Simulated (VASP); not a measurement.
Set up this calculation in VASP 6.6.1, as the native input.

* Task: single point
* Functional: HSE06
* Potentials or basis: VASP PAW PBE potentials, release 64 (Ti_sv, O)
* Cutoff: 520 eV
* k mesh: 6 × 6 × 6
* Occupations: gaussian, width 0.01 eV
* Spin: no spin polarisation
* Dipole correction: no
* Grid for exact exchange (PRECFOCK): Normal
* Further INCAR settings: ALGO = Normal; EDIFF = 1e-06; NBANDS = 19
* Share of exact exchange: 0.25
* Screening parameter: 0.2079 1/Å

The system is TiO2.

```
CELL_PARAMETERS angstrom
0.00000 2.39683 2.48695
2.39683 0.00000 2.48695
2.39683 2.39683 0.00000
ATOMIC_POSITIONS crystal
Ti 0.00000 0.00000 0.00000
O 0.25000 0.25000 0.25000
O 0.75000 0.75000 0.75000
```

This cell differs from its parent crystal: uniaxial z strain +3.8%.

The input as run:

POSCAR

```
TiO2
1.0
    0.0000000000      2.3968272579      2.4869479628
    2.3968272579      0.0000000000      2.4869479628
    2.3968272579      2.3968272579      0.0000000000
Ti O
1 2
Direct
    0.0000000000      0.0000000000      0.0000000000
    0.2500000000      0.2500000000      0.2500000000
    0.7500000000      0.7500000000      0.7500000000
```

INCAR.step1

```
SYSTEM = TiO2
PREC     = Accurate       ! precision mode
ENCUT    = 520            ! plane-wave cutoff, eV
EDIFF    = 1E-5           ! SCF threshold, eV
ISMEAR   = 0              ! smearing method
SIGMA    = 0.01           ! smearing width, eV
LREAL    = .False.        ! projectors in reciprocal space
LASPH    = .True.         ! aspherical terms in the spheres
NELM     = 80             ! most SCF steps
ALGO     = Normal         ! electronic algorithm
ISIF     = 2              ! what is computed and relaxed
LWAVE    = .True.         ! write WAVECAR
LCHARG   = .False.        ! write CHGCAR
GGA      = PE             ! functional
NBANDS   = 19             ! bands
KPAR     = 4
```

INCAR.step2

```
SYSTEM = TiO2
PREC     = Accurate       ! precision mode
ENCUT    = 520            ! plane-wave cutoff, eV
EDIFF    = 1E-6           ! SCF threshold, eV
ISMEAR   = 0              ! smearing method
SIGMA    = 0.01           ! smearing width, eV
LREAL    = .False.        ! projectors in reciprocal space
LASPH    = .True.         ! aspherical terms in the spheres
NELM     = 80             ! most SCF steps
ALGO     = Normal         ! electronic algorithm
ISIF     = 2              ! what is computed and relaxed
LWAVE    = .False.        ! write WAVECAR
LCHARG   = .False.        ! write CHGCAR
GGA      = PE             ! functional
LHFCALC  = .True.         ! exact exchange
HFSCREEN = 0.2079         ! screening, 1/A
PRECFOCK = Normal       
ISTART   = 1            
NBANDS   = 19             ! bands
KPAR     = 4
```

KPOINTS

```
Automatic mesh
0
Gamma
  6 6 6
  0 0 0
```

Potentials or basis: VASP PAW PBE potentials, release 64 (Ti_sv, O).

Run with:

```sh
$ cat potpaw_PBE.64/Ti_sv/POTCAR potpaw_PBE.64/O/POTCAR > POTCAR
$ cp INCAR.step1 INCAR
$ mpirun -np 4 vasp_std > vasp.out
$ cp INCAR.step2 INCAR
$ mpirun -np 4 vasp_std > vasp.out
```

It gave:

The pressure is -12.2 GPa and the band gap on the k mesh is 2.29 eV (least direct gap 2.97 eV).

Caveat: the cell differs from its parent crystal (uniaxial z strain +3.8%); the stress differs along the axes, from -26 to -5 GPa; the structure was generated, so it needn't be the stable form of TiO2; the PAW data sets were made with another functional, which shifts forces and pressure a little.

Wall time 55 min on 4 MPI ranks on Oxide Virtual Turin-like Processor, on a shared host, peak memory 0.24 GiB a rank.
